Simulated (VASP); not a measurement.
# LiH12ClO6 in VASP: notebook

LiH12ClO6 is run at these levels: LDA; tasks: single point.

All numbers are computed with VASP 6.6.1; they aren't measurements. Logs are shortened: lines on timing, memory, paths and dates and some standing lists are left out, and cuts for length are marked.

## Step 1: The cell of the first run

The cell holds a disordered packing, 20 atoms: a = 5.638 Å, b = 5.638 Å, c = 5.638 Å, α = 90.00°, β = 90.00°, γ = 90.00°.

## Step 2: Single point, LDA

INCAR

```
PREC = Accurate ; ENCUT = 1000
EDIFF = 1E-6 ; ISMEAR = -1
SIGMA = 0.002 ; LREAL = Auto
LASPH = T ; NELM = 120
ALGO = Normal ; ISIF = 2
LWAVE = F ; LCHARG = T
GGA = CA ; LELF = T
LVHAR = T ; NBANDS = 45
GGA_COMPAT = F
```

KPOINTS

```
Automatic mesh
0
Gamma
  1 1 1
```

POSCAR

```
LiH12ClO6
1.0
    5.6378390000      0.0000000000      0.0000000000
    0.0000000000      5.6378390000      0.0000000000
    0.0000000000      0.0000000000      5.6378390000
O H Li Cl
6 12 1 1
Direct
    0.8216623426      0.1414371712      0.5771005522
    0.1376768652      0.3761547643      0.8079868900
    0.3921538022      0.2192506739      0.1766989089
    1.0045338294      0.9194125622      0.0038312552
    0.9618401661      0.4346878299      0.2333695588
    0.1977885498      0.7709336858      0.4478311637
    0.7154514345      0.2751586202      0.6123800272
    0.7385808641     -0.0036361450      0.6259667933
    0.0450527232      0.2596207519      0.7155046464
    0.0050906030      0.4097491965      0.9245386397
    0.3686164149      0.0738935610      0.2596739637
    0.3003455757      0.2149937237      0.0286989394
    1.0474580775      0.8929130470      0.1729563402
    0.8560194784      0.8264336743     -0.0048600182
    1.1235155882      0.3438551544      0.2400919927
    0.8471330948      0.3265258196      0.3152626388
    0.3563422084      0.6882779022      0.4531700888
    0.0882607680      0.6576810725      0.3656897616
    0.2174059955      0.6962951585      0.7652754894
    0.6212664108      0.6724030253      0.7092433821
```

Potentials or basis: VASP PAW LDA potentials, release 64 (O_h, H_h, Li_sv, Cl).

Launch:

```console
$ cat potpaw_LDA.64/O_h/POTCAR potpaw_LDA.64/H_h/POTCAR potpaw_LDA.64/Li_sv/POTCAR potpaw_LDA.64/Cl/POTCAR > POTCAR
$ mpirun -np 1 vasp_gam > vasp.out
```

OUTCAR:

```text
PREC = Accurate
   ENCUT = 1000
   EDIFF = 1E-6
   ISMEAR = -1
   LREAL = Auto
   LASPH = T
   NELM = 120
   ISIF = 2
   GGA = CA

 ion  position               nearest neighbor table
   1  0.822  0.141  0.577-   8 0.98   7 0.98
   2  0.138  0.376  0.808-   9 0.99  10 1.01  19 1.88
   3  0.392  0.219  0.177-  11 0.95  12 0.98
   4  0.005  0.919  0.004-  14 0.99  13 1.00
   5  0.962  0.435  0.233-  16 1.00  15 1.05
   6  0.198  0.771  0.448-  18 1.00  17 1.01  19 1.84
   7  0.715  0.275  0.612-   1 0.98
   8  0.739  0.996  0.626-   1 0.98
   9  0.045  0.260  0.716-   2 0.99
  10  0.005  0.410  0.925-   2 1.01
  11  0.369  0.074  0.260-   3 0.95
  12  0.300  0.215  0.029-   3 0.98
  13  0.047  0.893  0.173-   4 1.00
  14  0.856  0.826  0.995-   4 0.99
  15  0.124  0.344  0.240-   5 1.05
  16  0.847  0.327  0.315-   5 1.00
  17  0.356  0.688  0.453-   6 1.01
  18  0.088  0.658  0.366-   6 1.00
  19  0.217  0.696  0.765-   6 1.84   2 1.88  20 2.30
  20  0.621  0.672  0.709-  19 2.30

  LATTYP: Found a simple cubic cell.
 ALAT       =     5.6378390000

  Lattice vectors:

 A1 = (   5.6378390000,   0.0000000000,   0.0000000000)
 A2 = (   0.0000000000,   5.6378390000,   0.0000000000)
 A3 = (   0.0000000000,   0.0000000000,   5.6378390000)

Analysis of symmetry for initial positions (statically):
=====================================================================
 Subroutine PRICEL returns:
 Original cell was already a primitive cell.

 Routine SETGRP: Setting up the symmetry group for a
 simple cubic supercell.

 Subroutine GETGRP returns: Found  1 space group operations
 (whereof  1 operations were pure point group operations)
 out of a pool of 48 trial point group operations.

The static configuration has the point symmetry C_1 .

Analysis of symmetry for dynamics (positions and initial velocities):
=====================================================================
 Subroutine PRICEL returns:
 Original cell was already a primitive cell.

 Routine SETGRP: Setting up the symmetry group for a
 simple cubic supercell.

 Subroutine GETGRP returns: Found  1 space group operations
 (whereof  1 operations were pure point group operations)
 out of a pool of 48 trial point group operations.

The dynamic configuration has the point symmetry C_1 .

 Subroutine INISYM returns: Found  1 space group operations
 (whereof  1 operations are pure point group operations),
 and found     1 'primitive' translations

----------------------------------------------------------------------------------------

                                     Primitive cell

  volume of cell :     179.2000

  direct lattice vectors                    reciprocal lattice vectors
     5.637839000  0.000000000  0.000000000     0.177372926  0.000000000  0.000000000
     0.000000000  5.637839000  0.000000000     0.000000000  0.177372926  0.000000000
     0.000000000  0.000000000  5.637839000     0.000000000  0.000000000  0.177372926

  length of vectors
     5.637839000  5.637839000  5.637839000     0.177372926  0.177372926  0.177372926

  position of ions in fractional coordinates (direct lattice)
     0.821662343  0.141437171  0.577100552
     0.137676865  0.376154764  0.807986890
     0.392153802  0.219250674  0.176698909
     0.004533829  0.919412562  0.003831255
     0.961840166  0.434687830  0.233369559
     0.197788550  0.770933686  0.447831164
[... 12 lines left out ...]
     0.217405996  0.696295158  0.765275489
     0.621266411  0.672403025  0.709243382

  ion indices of the primitive-cell ions
   primitive index   ion index
                 1           1
                 2           2
                 3           3
                 4           4
                 5           5
                 6           6
[... 12 lines left out ...]
                19          19
                20          20

----------------------------------------------------------------------------------------

 KPOINTS: Automatic mesh

Automatic generation of k-mesh.
 Grid dimensions read from file:
 generate k-points for:    1    1    1

 Generating k-lattice:

  Cartesian coordinates                     Fractional coordinates (reciprocal lattice)
     0.177372926  0.000000000  0.000000000     1.000000000  0.000000000  0.000000000
     0.000000000  0.177372926  0.000000000     0.000000000  1.000000000  0.000000000
     0.000000000  0.000000000  0.177372926     0.000000000  0.000000000  1.000000000

  Length of vectors
     0.177372926  0.177372926  0.177372926

  Shift w.r.t. Gamma in fractional coordinates (k-lattice)
     0.000000000  0.000000000  0.000000000

 Subroutine IBZKPT returns following result:
 ===========================================

 Found      1 irreducible k-points:

 Following reciprocal coordinates:
            Coordinates               Weight
  0.000000  0.000000  0.000000      1.000000
   k-points           NKPTS =      1   k-points in BZ     NKDIM =      1   number of bands    NBANDS=     45
   number of dos      NEDOS =    301   number of ions     NIONS =     20
   total plane-waves  NPLWV = 216000
   dimension x,y,z NGX =    60 NGY =   60 NGZ =   60
   dimension x,y,z NGXF=   120 NGYF=  120 NGZF=  120
   ions per type =               6  12   1   1
   NGX,Y,Z   is equivalent  to a cutoff of  17.69, 17.69, 17.69 a.u.
   NGXF,Y,Z  is equivalent  to a cutoff of  35.39, 35.39, 35.39 a.u.
 SYSTEM =  unknown system
   PREC   = accura    normal or accurate (medium, high low for compatibility)
   ISTART =      0    job   : 0-new  1-cont  2-samecut
   ICHARG =      2    charge: 1-file 2-atom 10-const
   ISPIN  =      1    spin polarized calculation?
   LNONCOLLINEAR =      F non collinear calculations
   LSORBIT =      F    spin-orbit coupling
   LASPH  =      T    aspherical Exc in radial PAW
   ENCUT  = 1000.0 eV  73.50 Ry    8.57 a.u.  14.54 14.54 14.54*2*pi/ulx,y,z
   NELM   =    120;   NELMIN=  2; NELMDL= -5     # of ELM steps
   EDIFF  = 0.1E-05   stopping-criterion for ELM
   LREAL  =      T    real-space projection
   EDIFFG = 0.1E-04   stopping-criterion for IOM
   NSW    =      0    number of steps for IOM
   IBRION =     -1    ionic relax: 0-MD 1-quasi-New 2-CG
   NFREE  =      0    steps in history (QN), initial steepest desc. (CG)
   ISIF   =      2    stress and relaxation
   ISYM   =      2    0-nonsym 1-usesym 2-fastsym
   POTIM  = 0.5000    time-step for ionic-motion
   TEBEG  =    0.0;   TEEND  =   0.0 temperature during run
   PSTRESS=    0.0 pullay stress
   NELECT =      58.0000    total number of electrons
   NUPDOWN=      -1.0000    fix difference up-down
   EMIN   =  10.00;   EMAX   =-10.00  energy-range for DOS
   EFERMI =   0.00;   METHOD = LEGACY
   ISMEAR =    -1;   SIGMA  =   0.00  broadening in eV -4-tet -1-fermi 0-gaus
   EFERMI_NEDOS =   21; number of points for ismear=-14 and -15
   IALGO  =     38    algorithm
   IMIX   =      4    mixing-type and parameters
     AMIX     =   0.40;   BMIX     =  1.00
     AMIX_MAG =   1.60;   BMIX_MAG =  1.00
  volume/ion in A,a.u.               =       8.96        60.47
  Fermi-wavevector in a.u.,A,eV,Ry     =   1.124013  2.124077 17.189684  1.263406
  Thomas-Fermi vector in A             =   2.260683
   LORBIT       =      0    0 simple, 1 ext, 2 COOP (PROOUT), +10 PAW based schemes
   GGA     = CA    functional components
   LHFCALC =     F    Hartree Fock is set to
   AEXX    =    0.0000 exact exchange contribution
   IVDW    =     0    specifies the selected vdW correction
   LEPSILON=     F    determine dielectric tensor
   LRPA    =     F    only Hartree local field effects (RPA)
 non-spin polarized calculation
  energy-cutoff  :     1000.00
  volume of cell :      179.20
 maximum number of plane-waves:      6483
 NGX is ok and might be reduce to    60
   NGX = 29   NGY = 29   NGZ = 29

 number of electron      58.0000000 magnetization

 Free energy of the ion-electron system (eV)
  ---------------------------------------------------
  ext. energy  EPLUGINS =         0.00000000
  ---------------------------------------------------
  free energy    TOTEN  =      -101.26089347 eV

  energy without entropy =     -101.26089347  energy(sigma->0) =     -101.26089347

 E-fermi :  -2.1903     XC(G=0):  -8.4392

 val. band max:       -2.2537568971   @ k =   0.0000   0.0000   0.0000
 cond. band min:       2.5479751806   @ k =   0.0000   0.0000   0.0000
 fundamental gap:      4.8017320777
 Fermi energy:        -2.1903158228

 k-point     1 :       0.0000    0.0000    0.0000
  band No.  band energies     occupation
      1     -43.3528      2.00000
      2     -21.2457      2.00000
      3     -20.7190      2.00000
      4     -20.5342      2.00000
      5     -20.2982      2.00000
      6     -20.0482      2.00000
[... 33 lines left out ...]
     40       9.0504      0.00000
     41       9.3138      0.00000
 [bands above 41 left out]

------------------------ aborting loop because EDIFF is reached ----------------------------------------

  FORCE on cell =-STRESS in cart. coord.  units (eV):
  Direction    XX          YY          ZZ          XY          YZ          ZX
  --------------------------------------------------------------------------------------
  -------------------------------------------------------------------------------------
  Total       -1.8683360      1.0149551      3.6167703      2.0706380     -0.4442871      0.7363413
  in kB      -16.7042721      9.0744310     32.3365364     18.5129975     -3.9722473      6.5834224
  external PRESSURE =       8.2355651 kB  Pullay stress =       0.0000000 kB

 VOLUME and BASIS-vectors are now :
 -----------------------------------------------------------------------------
  energy-cutoff  :     1000.00
  volume of cell :      179.20
      direct lattice vectors                 reciprocal lattice vectors
     5.637839000  0.000000000  0.000000000     0.177372926  0.000000000  0.000000000
     0.000000000  5.637839000  0.000000000     0.000000000  0.177372926  0.000000000
     0.000000000  0.000000000  5.637839000     0.000000000  0.000000000  0.177372926

 POSITION                                       TOTAL-FORCE (eV/Angst)
 -----------------------------------------------------------------------------------
      4.63240      0.79740      3.25360         0.222542      0.799107     -0.681353
      0.77620      2.12070      4.55530        -0.304142      0.386972      0.823664
      2.21090      1.23610      0.99620         0.117485      1.188436      0.221762
      0.02556      5.18350      0.02160         0.141716     -0.663806      0.670766
      5.42270      2.45070      1.31570         0.653527     -0.411691      0.250443
      1.11510      4.34640      2.52480         0.655329      0.242641     -0.510709
[... 12 lines left out ...]
      1.22570      3.92560      4.31450        -0.389747      0.239643      0.568813
      3.50260      3.79090      3.99860         0.021620     -0.280461      0.391707
 -----------------------------------------------------------------------------------
    total drift:                                0.000200      0.010403      0.005298

  FREE ENERGIE OF THE ION-ELECTRON SYSTEM (eV)
  ---------------------------------------------------
  free  energy   TOTEN  =      -101.2608934683 eV

  energy  without entropy=     -101.2608934683  energy(sigma->0) =     -101.26089347
```

It took 33 s on 1 thread of AMD EPYC 7R13 (Zen 3), shared host; peak memory 0.33 GiB.

What came out:

```yaml
Free_energy: -101.2609 eV
Pressure: 0.8 GPa
Largest_force: 1.414 eV/Å
```

Forces on the atoms (eV/Å):
```
O    0.223  0.799 -0.681
O   -0.304  0.387  0.824
O    0.117  1.188  0.222
O    0.142 -0.664  0.671
O    0.654 -0.412  0.250
O    0.655  0.243 -0.511
H   -0.248  0.230  0.291
H   -0.137 -0.694  0.128
H   -0.070 -0.673 -0.824
H    0.642  0.025  0.280
H   -0.223 -1.265  0.592
H   -0.088  0.016 -0.901
H    0.256  0.349 -0.442
H   -0.092  0.125 -0.536
H   -0.975  0.508  0.084
H    0.500  0.221 -0.256
H   -0.259  0.405 -0.227
H   -0.424 -0.749  0.077
Li  -0.390  0.240  0.569
Cl   0.022 -0.280  0.392
```

Caveat: the k points lie up to 1.11 Å⁻¹ apart, too coarse for converged energies, forces and pressures; the atoms stand as in a frame of molecular dynamics.

## Step 3: Single point, LDA

INCAR

```
ALGO = Normal ; EDIFF = 1E-6
ENCUT = 1000 ; GGA = CA
GGA_COMPAT = False ; ISIF = 2
ISMEAR = -1 ; LASPH = True
LCHARG = False ; LREAL = Auto
LWAVE = False ; NBANDS = 45
NELM = 120 ; PREC = Accurate
SIGMA = 0.002
```

KPOINTS

```
k-points
0
Gamma
  1 1 1
```

POSCAR

```
LiH12ClO6
1.0
    5.6378390000      0.0000000000      0.0000000000
    0.0000000000      5.6378390000      0.0000000000
    0.0000000000      0.0000000000      5.6378390000
O H Li Cl
6 12 1 1
Direct
    0.8121906284      0.1649922958      0.5912726490
    0.1464745623      0.3950804555      0.8180794095
    0.3927213956      0.2410320692      0.1636087870
    1.0226790797      0.8960525478     -0.0117066131
    0.9781584753      0.4041087374      0.2616605405
    0.1846806906      0.7669073203      0.4092702896
    0.6930137593      0.2681878642      0.6634989045
    0.7577016655      0.0003192713      0.5746882804
    0.1045790772      0.2609510488      0.7134116458
    0.0179856147      0.4042861103      0.9402184064
    0.4094653998      0.0660004658      0.1491883681
    0.3620358794      0.3048863226      0.0021994243
    1.0878813673      0.8851441128      0.1579151161
    0.8621033697      0.8257596572     -0.0152185971
    1.1255731141      0.3158479694      0.2306202784
    0.8675487186      0.2960354136      0.3555440303
    0.3590737515      0.7459595778      0.4204979958
    0.0926773539      0.6054447458      0.3546039537
    0.1847516398      0.7223512413      0.7182007148
    0.6110142556      0.6640842351      0.7296590059
```

Potentials or basis: VASP PAW LDA potentials, release 64 (O_h, H_h, Li_sv, Cl).

Launch:

```console
$ cat potpaw_LDA.64/O_h/POTCAR potpaw_LDA.64/H_h/POTCAR potpaw_LDA.64/Li_sv/POTCAR potpaw_LDA.64/Cl/POTCAR > POTCAR
$ mpirun -np 1 vasp_gam > vasp.out
```

Run time: 48 s. Hardware: 1 thread of AMD EPYC 7R43 (Zen 3), shared host; peak memory 0.34 GiB.

Results (log left out):

| Item | Value |
| --- | --- |
| Free energy | -101.3405 eV |
| Pressure | 0.4 GPa |
| Largest force | 1.485 eV/Å |

Forces on the atoms (eV/Å):
```
O    0.436 -0.482 -0.778
O    0.286  0.344 -0.217
O    0.557 -1.182  0.496
O    0.554  0.108  0.610
O   -1.051  0.987 -0.354
O   -0.077  0.044 -0.696
H   -0.395  0.293  0.204
H   -0.283 -0.155  0.475
H   -0.539  0.191  0.207
H    0.143 -0.238 -0.156
H   -0.104  0.982 -0.101
H   -0.245 -0.046 -0.378
H   -0.502 -0.279 -0.830
H    0.081 -0.005 -0.109
H    0.971 -0.823  0.078
H    0.435  0.381  0.270
H   -0.158 -0.390 -0.137
H    0.256  0.191  0.088
Li  -0.236 -0.170  1.300
Cl  -0.127  0.249  0.029
```

Stress tensor (GPa, compression positive):
```
-0.10 -0.18 -0.38
-0.18 -1.43 -1.12
-0.38 -1.12  2.77
```

Levels at points of the mesh, in eV from the Fermi level:
| k point | band 25 | band 26 | band 27 | band 28 | band 29 | band 30 | band 31 | band 32 | band 33 | band 34 |
| --- | --- | --- | --- | --- | --- | --- | --- | --- | --- | --- |
| (0.00, 0.00, 0.00) | -0.62 | -0.49 | -0.30 | -0.23 | -0.10 | 4.25 | 7.01 | 8.39 | 8.72 | 9.00 |

Caveat: the k points lie up to 1.11 Å⁻¹ apart, too coarse for converged energies, forces and pressures; the atoms stand as in a frame of molecular dynamics.

## Step 4: Single point, LDA

INCAR

```
PREC = Accurate ; ENCUT = 1000
EDIFF = 1E-6 ; ISMEAR = -1
SIGMA = 0.002 ; LREAL = Auto
LASPH = T ; NELM = 120
ALGO = Normal ; ISIF = 2
LWAVE = F ; LCHARG = F
NBANDS = 45 ; GGA_COMPAT = F
```

KPOINTS

```
Automatic mesh
0
Gamma
  1 1 1
```

POSCAR

```
LiH12ClO6
1.0
    5.6378390000      0.0000000000      0.0000000000
    0.0000000000      5.6378390000      0.0000000000
    0.0000000000      0.0000000000      5.6378390000
O H Li Cl
6 12 1 1
Direct
    0.7616570817      0.1818781984      0.5897117672
    0.1334908641      0.3920473784      0.8124034759
    0.4185646309      0.2180445380      0.1464745623
    1.0232644104      0.9039988549     -0.0392526285
    1.0126397721      0.3823628167      0.2469563249
    0.2060896028      0.7544557409      0.3830368338
    0.6317314134      0.2795929433      0.6526968933
    0.7104672553      0.0128772744      0.5857918256
    0.0232535906      0.2941375233      0.7060861440
    0.0470393000      0.3682971436      0.9650328787
    0.4902232930      0.0635349821      0.1427674682
    0.3665943635      0.2546543099     -0.0268187864
    1.0837840527      0.8789537977      0.1229017005
    0.8563742242      0.8480554340     -0.0508882925
    1.1629278523      0.2797703163      0.2476303421
    0.9161489003      0.3179764445      0.3811212062
    0.3733877466      0.7342707019      0.4211365383
    0.1400891370      0.5960262434      0.3386936023
    0.2104529768      0.7313440487      0.7417203648
    0.5957247094      0.6797285272      0.7686987869
```

Launch:

```console
$ cat potpaw_LDA.64/O_h/POTCAR potpaw_LDA.64/H_h/POTCAR potpaw_LDA.64/Li_sv/POTCAR potpaw_LDA.64/Cl/POTCAR > POTCAR
$ mpirun -np 1 vasp_gam > vasp.out
```

Wall time 21 s (1 thread of Intel Xeon Platinum 8559C (Emerald Rapids), shared host); peak memory 0.36 GiB.

It converged, with:

* Free energy: -101.4126 eV
* Pressure: 0.7 GPa
* Largest force: 1.672 eV/Å

Forces in eV/Å, atoms in the order of the input:
```
O    0.273 -0.387 -0.446
O   -0.302 -0.717 -1.177
O   -0.495  0.715 -1.428
O    0.005  0.309 -0.071
O    0.240 -0.439  0.903
O    0.233  1.299  0.725
H   -0.007  0.314  0.032
H    0.197  0.259  0.316
H    0.690  0.483  0.780
H   -0.094  0.351  0.098
H    0.251 -0.683 -0.054
H    0.093 -0.098  1.285
H    0.021 -0.147  0.306
H    0.234 -0.117 -0.006
H   -0.089  0.131 -0.198
H   -0.626 -0.142 -0.518
H    0.563 -0.164 -0.083
H   -0.531 -0.846 -0.433
Li  -0.694 -0.348  0.080
Cl   0.039  0.228 -0.111
```

Stress tensor (GPa, compression positive):
```
 0.49  0.06 -0.56
 0.06  0.46  0.66
-0.56  0.66  1.20
```

Levels at points of the mesh, in eV from the Fermi level:
| k point | band 25 | band 26 | band 27 | band 28 | band 29 | band 30 | band 31 | band 32 | band 33 | band 34 |
| --- | --- | --- | --- | --- | --- | --- | --- | --- | --- | --- |
| (0.00, 0.00, 0.00) | -0.69 | -0.55 | -0.36 | -0.25 | -0.12 | 4.35 | 7.07 | 8.47 | 8.76 | 9.24 |

Caveat: the k points lie up to 1.11 Å⁻¹ apart, too coarse for converged energies, forces and pressures; the atoms stand as in a frame of molecular dynamics.

## Step 5: The runs side by side

| cell | pressure (GPa) | largest force (eV/Å) |
| --- | --- | --- |
| as given, atomic positions A | 0.8 | 1.41 |
| as given, atomic positions B | 0.4 | 1.49 |
| as given, atomic positions C | 0.7 | 1.67 |

Alike in all rows: task single point; level LDA; potentials or basis VASP PAW LDA potentials, release 64 (O_h, H_h, Li_sv, Cl); no spin polarisation; k mesh 1 × 1 × 1; cutoff (eV) 1000; smearing fermi-dirac 0.002 eV.

Caveats: all runs use coarse meshes; the atoms stand as in a frame of molecular dynamics.

Total energies depend on the potentials used, so only differences within one code and one set of settings carry meaning.
